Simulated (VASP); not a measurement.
# Hf (Fm-3m) in VASP: notebook

Hf is run at these levels: r2SCAN; tasks: single point.

Program: VASP 6.6.1. These are calculated values, not measurements. Logs are shortened: lines on timing, memory, paths and dates and some standing lists are left out, and cuts for length are marked.

### 1 The cell of the first run

Symmetry: Fm-3m, No. 225, cubic system. Conventional cell: a = 4.440 Å, b = 4.440 Å, c = 4.440 Å, α = 90.00°, β = 90.00°, γ = 90.00°. Hf (site symmetry m-3m) has 12 Hf at 3.14 Å within 4.1 Å.

### 2 Single point, r2SCAN

POSCAR

```
Hf
1.0
    0.0000000000      2.2200000000      2.2200000000
    2.2200000000      0.0000000000      2.2200000000
    2.2200000000      2.2200000000      0.0000000000
Hf
1
Direct
    0.0000000000      0.0000000000      0.0000000000
```

INCAR.step1

```
PREC = Accurate
ENCUT = 520
ISMEAR = 0
SIGMA = 0.15
LREAL = F
LASPH = T
NELM = 80
NBANDS = 11
GGA = PE
ALGO = Normal
EDIFF = 1E-4
LWAVE = T
LCHARG = F
```

INCAR.step2

```
PREC = Accurate
ENCUT = 520
EDIFF = 1E-6
ISMEAR = 0
SIGMA = 0.15
LREAL = F
LASPH = T
NELM = 80
ALGO = Normal
ISIF = 2
LWAVE = F
LCHARG = F
METAGGA = R2SCAN
LMIXTAU = T
NBANDS = 11
ISTART = 1
```

KPOINTS

```
Automatic mesh
0
Gamma
  18 18 18
```

Potentials or basis: VASP PAW PBE potentials, release 64 (Hf_pv).

On the command line:

```bash
> cat potpaw_PBE.64/Hf_pv/POTCAR > POTCAR
> cp INCAR.step1 INCAR
> mpirun -np 1 vasp_std > vasp.out
> cp INCAR.step2 INCAR
> mpirun -np 1 vasp_std > vasp.out
```

OUTCAR:

```text
PREC = Accurate
   ENCUT = 520
   EDIFF = 1E-6
   ISMEAR = 0
   LREAL = F
   LASPH = T
   NELM = 80
   ISIF = 2
   METAGGA = R2SCAN
   ISTART = 1

 ion  position               nearest neighbor table
   1  0.000  0.000  0.000-

  LATTYP: Found a face centered cubic cell.
 ALAT       =     4.4400000000

  Lattice vectors:

 A1 = (   0.0000000000,   2.2200000000,   2.2200000000)
 A2 = (   2.2200000000,   0.0000000000,   2.2200000000)
 A3 = (   2.2200000000,   2.2200000000,   0.0000000000)

Analysis of symmetry for initial positions (statically):
=====================================================================
 Subroutine PRICEL returns:
 Original cell was already a primitive cell.

 Routine SETGRP: Setting up the symmetry group for a
 face centered cubic supercell.

 Subroutine GETGRP returns: Found 48 space group operations
 (whereof 48 operations were pure point group operations)
 out of a pool of 48 trial point group operations.

The static configuration has the point symmetry O_h .

Analysis of symmetry for dynamics (positions and initial velocities):
=====================================================================
 Subroutine PRICEL returns:
 Original cell was already a primitive cell.

 Routine SETGRP: Setting up the symmetry group for a
 face centered cubic supercell.

 Subroutine GETGRP returns: Found 48 space group operations
 (whereof 48 operations were pure point group operations)
 out of a pool of 48 trial point group operations.

The dynamic configuration has the point symmetry O_h .

 Subroutine INISYM returns: Found 48 space group operations
 (whereof 48 operations are pure point group operations),
 and found     1 'primitive' translations

----------------------------------------------------------------------------------------

                                     Primitive cell

  volume of cell :      21.8821

  direct lattice vectors                    reciprocal lattice vectors
     0.000000000  2.220000000  2.220000000    -0.225225225  0.225225225  0.225225225
     2.220000000  0.000000000  2.220000000     0.225225225 -0.225225225  0.225225225
     2.220000000  2.220000000  0.000000000     0.225225225  0.225225225 -0.225225225

  length of vectors
     3.139554108  3.139554108  3.139554108     0.390101533  0.390101533  0.390101533

  position of ions in fractional coordinates (direct lattice)
     0.000000000  0.000000000  0.000000000

  ion indices of the primitive-cell ions
   primitive index   ion index
                 1           1

----------------------------------------------------------------------------------------

 KPOINTS: Automatic mesh

Automatic generation of k-mesh.
 Grid dimensions read from file:
 generate k-points for:   18   18   18

 Generating k-lattice:

  Cartesian coordinates                     Fractional coordinates (reciprocal lattice)
    -0.012512513  0.012512513  0.012512513     0.055555556  0.000000000  0.000000000
     0.012512513 -0.012512513  0.012512513     0.000000000  0.055555556  0.000000000
     0.012512513  0.012512513 -0.012512513     0.000000000  0.000000000  0.055555556

  Length of vectors
     0.021672307  0.021672307  0.021672307

  Shift w.r.t. Gamma in fractional coordinates (k-lattice)
     0.000000000  0.000000000  0.000000000

 Subroutine IBZKPT returns following result:
 ===========================================

 Found    195 irreducible k-points:

 Following reciprocal coordinates:
            Coordinates               Weight
  0.000000  0.000000  0.000000      1.000000
  0.055556  0.000000  0.000000      8.000000
  0.111111  0.000000  0.000000      8.000000
  0.166667  0.000000  0.000000      8.000000
  0.222222  0.000000  0.000000      8.000000
  0.277778  0.000000  0.000000      8.000000
[... 16 lines left out ...]
 -0.277778  0.055556  0.000000     24.000000
 -0.222222  0.055556  0.000000     24.000000
 [... further k-points ...]
   k-points           NKPTS =    195   k-points in BZ     NKDIM =    195   number of bands    NBANDS=     11
   number of dos      NEDOS =    301   number of ions     NIONS =      1
   total plane-waves  NPLWV =  13824
   dimension x,y,z NGX =    24 NGY =   24 NGZ =   24
   dimension x,y,z NGXF=    48 NGYF=   48 NGZF=   48
   ions per type =               1
   NGX,Y,Z   is equivalent  to a cutoff of  12.71, 12.71, 12.71 a.u.
   NGXF,Y,Z  is equivalent  to a cutoff of  25.42, 25.42, 25.42 a.u.
 SYSTEM =  unknown system
   PREC   = accura    normal or accurate (medium, high low for compatibility)
   ISTART =      1    job   : 0-new  1-cont  2-samecut
   ICHARG =      0    charge: 1-file 2-atom 10-const
   ISPIN  =      1    spin polarized calculation?
   LNONCOLLINEAR =      F non collinear calculations
   LSORBIT =      F    spin-orbit coupling
   LASPH  =      T    aspherical Exc in radial PAW
   ENCUT  =  520.0 eV  38.22 Ry    6.18 a.u.   5.84  5.84  5.84*2*pi/ulx,y,z
   NELM   =     80;   NELMIN=  2; NELMDL=  0     # of ELM steps
   EDIFF  = 0.1E-05   stopping-criterion for ELM
   LREAL  =      F    real-space projection
   EDIFFG = 0.1E-04   stopping-criterion for IOM
   NSW    =      0    number of steps for IOM
   IBRION =     -1    ionic relax: 0-MD 1-quasi-New 2-CG
   NFREE  =      0    steps in history (QN), initial steepest desc. (CG)
   ISIF   =      2    stress and relaxation
   ISYM   =      2    0-nonsym 1-usesym 2-fastsym
   POTIM  = 0.5000    time-step for ionic-motion
   TEBEG  =    0.0;   TEEND  =   0.0 temperature during run
   PSTRESS=    0.0 pullay stress
   NELECT =      10.0000    total number of electrons
   NUPDOWN=      -1.0000    fix difference up-down
   EMIN   =  10.00;   EMAX   =-10.00  energy-range for DOS
   EFERMI =   0.00;   METHOD = LEGACY
   ISMEAR =     0;   SIGMA  =   0.15  broadening in eV -4-tet -1-fermi 0-gaus
   EFERMI_NEDOS =   21; number of points for ismear=-14 and -15
   IALGO  =     38    algorithm
   IMIX   =      4    mixing-type and parameters
     AMIX     =   0.40;   BMIX     =  1.00
     AMIX_MAG =   1.60;   BMIX_MAG =  1.00
  volume/ion in A,a.u.               =      21.88       147.67
  Fermi-wavevector in a.u.,A,eV,Ry     =   1.260991  2.382927 21.634588  1.590097
  Thomas-Fermi vector in A             =   2.394472
   LORBIT       =      0    0 simple, 1 ext, 2 COOP (PROOUT), +10 PAW based schemes
   METAGGA = R2SCAN    functional components
   LHFCALC =     F    Hartree Fock is set to
   AEXX    =    0.0000 exact exchange contribution
   IVDW    =     0    specifies the selected vdW correction
   LEPSILON=     F    determine dielectric tensor
   LRPA    =     F    only Hartree local field effects (RPA)
 non-spin polarized calculation
 Gauss-broadening in eV      SIGMA  =   0.15
  energy-cutoff  :      520.00
  volume of cell :       21.88
 maximum number of plane-waves:       609
   NGX = 11   NGY = 11   NGZ = 11

 number of electron      10.0000000 magnetization

 Free energy of the ion-electron system (eV)
  ---------------------------------------------------
  ext. energy  EPLUGINS =         0.00000000
  ---------------------------------------------------
  free energy    TOTEN  =       -45.06996304 eV

  energy without entropy =      -45.05490636  energy(sigma->0) =      -45.06243470

 E-fermi :   4.7616     XC(G=0): -12.2840

 val. band max:        4.7541315877   @ k =  -0.3333   0.2778   0.0000
 cond. band min:       4.7701142681   @ k =  -0.4444   0.3889   0.1667
 fundamental gap:      0.0159826804
 Fermi energy:         4.7616314798

 k-point     1 :       0.0000    0.0000    0.0000
  band No.  band energies     occupation
      1     -26.2680      2.00000
      2     -26.2680      2.00000
      3     -26.2680      2.00000
      4      -2.8684      2.00000
      5       6.3766      0.00000
      6       6.3766      0.00000
      7       6.3766      0.00000
      8       9.4518      0.00000
      9       9.4518      0.00000
     10      16.6732      0.00000
     11      16.8312      0.00000

 k-point     2 :       0.0556    0.0000    0.0000
  band No.  band energies     occupation
      1     -26.2973      2.00000
      2     -26.2716      2.00000
      3     -26.2716      2.00000
      4      -2.7530      2.00000
      5       6.2488      0.00000
      6       6.4324      0.00000
      7       6.4324      0.00000
      8       9.3869      0.00000
      9       9.3869      0.00000
     10      16.8313      0.00000
     11      16.9397      0.00000

 k-point     3 :       0.1111    0.0000    0.0000
  band No.  band energies     occupation
      1     -26.3809      2.00000
      2     -26.2820      2.00000
      3     -26.2820      2.00000
      4      -2.4167      2.00000
      5       5.9154      0.00000
      6       6.5785      0.00000
      7       6.5785      0.00000
      8       9.2367      0.00000
      9       9.2367      0.00000
     10      16.8313      0.00000
     11      17.6400      0.00000

 k-point     4 :       0.1667    0.0000    0.0000
  band No.  band energies     occupation
      1     -26.5068      2.00000
      2     -26.2979      2.00000
      3     -26.2979      2.00000
      4      -1.8894      2.00000
      5       5.4874      0.00000
      6       6.7415      0.00000
      7       6.7415      0.00000
      8       9.1280      0.00000
      9       9.1280      0.00000
     10      16.8312      0.00000
     11      18.0217      0.00000

 k-point     5 :       0.2222    0.0000    0.0000
  band No.  band energies     occupation
      1     -26.6578      2.00000
      2     -26.3173      2.00000
      3     -26.3173      2.00000
      4      -1.2242      2.00000
      5       5.0795      0.00273
      6       6.8017      0.00000
      7       6.8017      0.00000
      8       9.2305      0.00000
      9       9.2305      0.00000
     10      16.8307      0.00000
     11      17.2401      0.00000
[... 211 lines left out ...]
 k-point    21 :      -0.3889    0.0556    0.0000
  band No.  band energies     occupation
      1     -27.0962      2.00000
      2     -26.4038      2.00000
      3     -26.3738      2.00000
      4       0.8427      2.00000
      5       4.8340      0.49499
      6       6.1704      0.00000
      7       6.3629      0.00000
      8      10.7465      0.00000
      9      11.4908      0.00000
     10      15.3297      0.00000
     11      16.8312      0.00000

 k-point    22 :      -0.3333    0.0556    0.0000
  band No.  band energies     occupation
      1     -26.9961      2.00000
      2     -26.3927      2.00000
      3     -26.3562      2.00000
      4       0.4344      2.00000
      5       4.6653      1.63648
      6       6.3228      0.00000
      7       6.5295      0.00000
      8      10.0279      0.00000
      9      10.9506      0.00000
     10      15.8066      0.00000
     11      16.8315      0.00000

 k-point    23 :      -0.2778    0.0556    0.0000
  band No.  band energies     occupation
      1     -26.8636      2.00000
      2     -26.3755      2.00000
      3     -26.3357      2.00000
      4      -0.1785      2.00000
      5       4.6835      1.53883
      6       6.5230      0.00000
      7       6.7353      0.00000
      8       9.3449      0.00000
      9      10.3344      0.00000
     10      16.4241      0.00000
     11      16.8319      0.00000

 k-point    24 :      -0.2222    0.0556    0.0000
  band No.  band energies     occupation
      1     -26.7133      2.00000
      2     -26.3542      2.00000
      3     -26.3146      2.00000
      4      -0.8930      2.00000
      5       4.9075      0.16894
      6       6.6946      0.00000
      7       6.8932      0.00000
      8       8.8539      0.00000
      9       9.8142      0.00000
     10      16.8306      0.00000
     11      17.1863      0.00000

 [... further k-points ...]
[... 5 lines left out ...]
  --------------------------------------------------------------------------------------
  -------------------------------------------------------------------------------------
  Total        0.3039183      0.3039183      0.3039183      0.0000000      0.0000000      0.0000000
  in kB       22.2524818     22.2524818     22.2524818      0.0000000      0.0000000      0.0000000
  external PRESSURE =      22.2524818 kB  Pullay stress =       0.0000000 kB

 VOLUME and BASIS-vectors are now :
 -----------------------------------------------------------------------------
  energy-cutoff  :      520.00
  volume of cell :       21.88
      direct lattice vectors                 reciprocal lattice vectors
     0.000000000  2.220000000  2.220000000    -0.225225225  0.225225225  0.225225225
     2.220000000  0.000000000  2.220000000     0.225225225 -0.225225225  0.225225225
     2.220000000  2.220000000  0.000000000     0.225225225  0.225225225 -0.225225225

 POSITION                                       TOTAL-FORCE (eV/Angst)
 -----------------------------------------------------------------------------------
      0.00000      0.00000      0.00000         0.000000      0.000000      0.000000
 -----------------------------------------------------------------------------------
    total drift:                               -0.000000      0.000000      0.000000

  FREE ENERGIE OF THE ION-ELECTRON SYSTEM (eV)
  ---------------------------------------------------
  free  energy   TOTEN  =       -45.0699630369 eV

  energy  without entropy=      -45.0549063648  energy(sigma->0) =      -45.06243470
```

It took 99 s on 1 thread of Intel Xeon Platinum 8259CL at 2.50GHz (Skylake/Cascade Lake), shared host; peak memory 0.18 GiB.

What came out:

```yaml
Free_energy: -45.0700 eV
Pressure: 2.2 GPa
Band_gap_on_the_k_mesh: zero (band 5 reaches 6.38 eV, above the bottom of band 6 at 4.07 eV)
```

Levels at points of the mesh, in eV from the Fermi level:
| k point | band 2 | band 3 | band 4 | band 5 | band 6 | band 7 | band 8 | band 9 |
| --- | --- | --- | --- | --- | --- | --- | --- | --- |
| (0.00, 0.00, 0.00) | -31.03 | -31.03 | -7.63 | 1.61 | 1.61 | 1.61 | 4.69 | 4.69 |
| (0.50, 0.00, 0.00) | -31.15 | -31.15 | -3.80 | 0.45 | 1.41 | 1.41 | 6.84 | 6.84 |
| (0.50, 0.50, 0.00) | -31.35 | -31.35 | -3.42 | -2.25 | 2.56 | 6.92 | 7.44 | 7.44 |

Caveat: the PAW data sets were made with another functional, which shifts forces and pressure a little; spin-orbit coupling is left out, which moves the levels of the heavy elements.

### 3 Single point, r2SCAN

POSCAR is that of step 2.

INCAR.step1

```
SYSTEM = Hf
  ALGO = Normal
  EDIFF = 1E-4
  ENCUT = 520
  GGA = PE
  ISMEAR = 0
  LASPH = .True.
  LCHARG = .False.
  LREAL = .False.
  LWAVE = .True.
  NBANDS = 11
  NELM = 60
  PREC = Accurate
  SIGMA = 0.15
```

INCAR.step2

```
SYSTEM = Hf
  ALGO = Normal
  EDIFF = 1E-6
  ENCUT = 520
  ISIF = 2
  ISMEAR = 0
  ISTART = 1
  LASPH = .True.
  LCHARG = .True.
  LELF = .True.
  LMIXTAU = .True.
  LREAL = .False.
  LVHAR = .True.
  LWAVE = .False.
  METAGGA = R2SCAN
  NBANDS = 11
  NELM = 60
  PREC = Accurate
  SIGMA = 0.15
```

KPOINTS

```
k-points
0
Gamma
  20 20 20
  0 0 0
```

Potentials or basis: VASP PAW PBE potentials, release 64 (Hf_pv).

On the command line:

```bash
> cat potpaw_PBE.64/Hf_pv/POTCAR > POTCAR
> cp INCAR.step1 INCAR
> mpirun -np 1 vasp_std > vasp.out
> cp INCAR.step2 INCAR
> mpirun -np 1 vasp_std > vasp.out
```

Run time: 2.1 min. Hardware: 1 thread of Intel Xeon Platinum 8259CL at 2.50GHz (Skylake/Cascade Lake), shared host; peak memory 0.19 GiB.

Results (log left out):

| Property | Result |
| --- | --- |
| Free energy | -45.0700 eV |
| Pressure | 2.2 GPa |
| Band gap on the k mesh | zero (band 5 reaches 6.38 eV, above the bottom of band 6 at 4.30 eV) |

Levels at points of the mesh, in eV from the Fermi level:
| k point | band 2 | band 3 | band 4 | band 5 | band 6 | band 7 | band 8 | band 9 |
| --- | --- | --- | --- | --- | --- | --- | --- | --- |
| (0.00, 0.00, 0.00) | -31.03 | -31.03 | -7.63 | 1.61 | 1.61 | 1.61 | 4.69 | 4.69 |
| (0.50, 0.00, 0.00) | -31.15 | -31.15 | -3.80 | 0.44 | 1.41 | 1.41 | 6.84 | 6.84 |
| (0.50, 0.50, 0.00) | -31.35 | -31.35 | -3.42 | -2.25 | 2.56 | 6.92 | 7.44 | 7.44 |

Caveat: the PAW data sets were made with another functional, which shifts forces and pressure a little; spin-orbit coupling is left out, which moves the levels of the heavy elements.
